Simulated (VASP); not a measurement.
**Fe: single point with PBEsol+U**

The system is Fe.

```
Fe
1.0
    -1.44300    1.44300    1.44300
     1.44300   -1.44300    1.44300
     1.44300    1.44300   -1.44300
Fe
1
Direct
  0.00000 0.00000 0.00000
```

* Program: VASP 6.6.1
* Task: single point
* Functional: PBEsol
* Potentials or basis: VASP PAW PBE potentials, release 64 (Fe)
* Cutoff: 600 eV
* k mesh: 13 × 13 × 13
* Occupations: fermi-dirac, width 0.05 eV
* Spin: collinear spin, ferromagnetic start
* Starting moments: [3.0] μB
* Hubbard terms: Fe d U = 6.0 eV

The pressure is 7.7 GPa. The net moment is 3.01 μB per cell, the site moments are Fe +3.15 μB and the valence electrons inside the program's atomic spheres are Fe 7.21.

Levels at points of the mesh, in eV from the Fermi level:
Spin up:
| k point | band 3 | band 4 | band 5 | band 6 | band 7 | band 8 |
| --- | --- | --- | --- | --- | --- | --- |
| (0.00, 0.00, 0.00) | -5.80 | -5.80 | -4.64 | -4.64 | 23.96 | 23.96 |
Spin down:
```
           k point  band 1  band 2  band 3  band 4  band 5  band 6  band 7  band 8
(0.00, 0.00, 0.00)   -8.55    0.49    0.49    0.49    3.37    3.37   23.54   23.54
```

Eigenvalues of the final occupation matrices:
| site | spin | trace | eigenvalues |
| --- | --- | --- | --- |
| site 1 d | 1 | 4.76 | 0.95 0.95 0.95 0.95 0.95 |
| site 1 d | 2 | 1.45 | 0.18 0.18 0.36 0.36 0.36 |

Run time: 51 s on 1 thread of AMD EPYC 7R43 64-Core Processor (Zen 3), on a shared host, peak memory 0.11 GiB.

Caveat: the PAW data sets were made with another functional, which shifts forces and pressure a little; the U is typed as a test and isn't derived for this compound. The state reached can hang on the start; a lower one may exist.
